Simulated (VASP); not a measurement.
Wanted: the native input for a VASP 6.6.1 run.

- Task: relaxation of cell and atoms
- Functional: PBE
- Potentials or basis: VASP PAW PBE potentials, release 64 (Nb_sv, C)
- Cutoff: 600 eV
- k mesh: 18 × 18 × 16
- Occupations: gaussian, width 0.1 eV
- Spin: no spin polarisation
- Dipole correction: no
- Further INCAR settings: ALGO = Normal; EDIFF = 1e-07; IBRION = 2; EDIFFG = -0.01; NSW = 100; ISIF = 3

The structure of NbC2 lies in POSCAR:

```
NbC2
1.0
    3.2108181477      0.0000000000      0.0000000000
   -1.6054090738      2.7806500828      0.0000000000
    0.0000000000      0.0000000000      3.0663292664
Nb C
1 2
Direct
    0.0000000000      0.0000000000      0.0000000000
    0.3333333333      0.6666666667      0.5000000000
    0.6666666667      0.3333333333      0.5000000000
```

The cell was built from a structure type or drawn by symmetry, and may not be a known phase.

One way to write it, as run:

INCAR

```
PREC = Accurate
ENCUT = 600
EDIFF = 1E-7
ISMEAR = 0
SIGMA = 0.1
LREAL = F
LASPH = T
NELM = 80
ALGO = Normal
ISIF = 3
LWAVE = F
LCHARG = F
GGA = PE
IBRION = 2
NSW = 100
EDIFFG = -0.01
```

KPOINTS

```
regular mesh
0
Gamma
  18 18 16
```

Potentials or basis: VASP PAW PBE potentials, release 64 (Nb_sv, C).

Run with:

```bash
$ cat potpaw_PBE.64/Nb_sv/POTCAR potpaw_PBE.64/C/POTCAR > POTCAR
$ mpirun -np 1 vasp_std > vasp.out
```

It gave:

The relaxed volume is 9.04 Å³/atom and the relaxed cell is a = 3.175 Å, b = 3.175 Å, c = 3.108 Å, α = 90.00°, β = 90.00°, γ = 120.00°. The space group after relaxing (to 0.1 Å) is P6/mmm (No. 191). The energy gained by relaxing is 3.1 meV/atom. The ionic steps are 6 and the pressure after relaxing is 0.0 GPa.

Caveat: the highest band is partly filled, so the run has too few bands.

It took 14 min on 1 thread of Intel Xeon 8259CL (shared host), peak memory 0.3 GiB.
